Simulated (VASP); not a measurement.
## LiBr: single point with PBE

The system is LiBr.

```
Li Br
1.0
     0.00000    2.73957    2.73957
     2.73957    0.00000    2.73957
     2.73957    2.73957    0.00000
Li Br
1 1
Direct
  0.00000 0.00000 0.00000
  0.50000 0.50000 0.50000
```

```json
{
  "Program": "VASP 6.6.1",
  "Task": "single point",
  "Functional": "PBE",
  "Potentials or basis": "VASP PAW PBE potentials, release 64 (Li_sv, Br)",
  "Cutoff": "750 eV",
  "k mesh": "8 × 8 × 8",
  "Occupations": "fermi-dirac, width 0.02 eV",
  "Spin": "no spin polarisation",
  "Dipole correction": "no",
  "Further INCAR settings": "ALGO = Normal; EDIFF = 1e-06; NBANDS = 12"
}
```

```json
{
 "Pressure": "0.4 GPa",
 "Band gap on the k mesh": "4.99 eV"
}
```

Levels at points of the mesh, in eV from the valence-band top:
| k point | band 1 | band 2 | band 3 | band 4 | band 5 | band 6 | band 7 | band 8 | band 9 | band 10 |
| --- | --- | --- | --- | --- | --- | --- | --- | --- | --- | --- |
| (0.00, 0.00, 0.00) | -44.38 | -13.47 | 0.00 | 0.00 | 0.00 | 4.99 | 10.51 | 10.51 | 10.51 | 12.29 |
| (0.50, 0.00, 0.00) | -44.38 | -12.99 | -2.93 | -0.27 | -0.27 | 5.63 | 8.11 | 8.11 | 11.87 | 14.09 |
| (0.50, 0.50, 0.00) | -44.38 | -12.79 | -2.93 | -1.16 | -1.16 | 6.26 | 7.09 | 11.72 | 12.52 | 12.52 |

It took 9.2 s on 1 thread of Intel(R) Xeon(R) 6975P-C (Granite Rapids), on a shared host, peak memory 0.2 GiB.
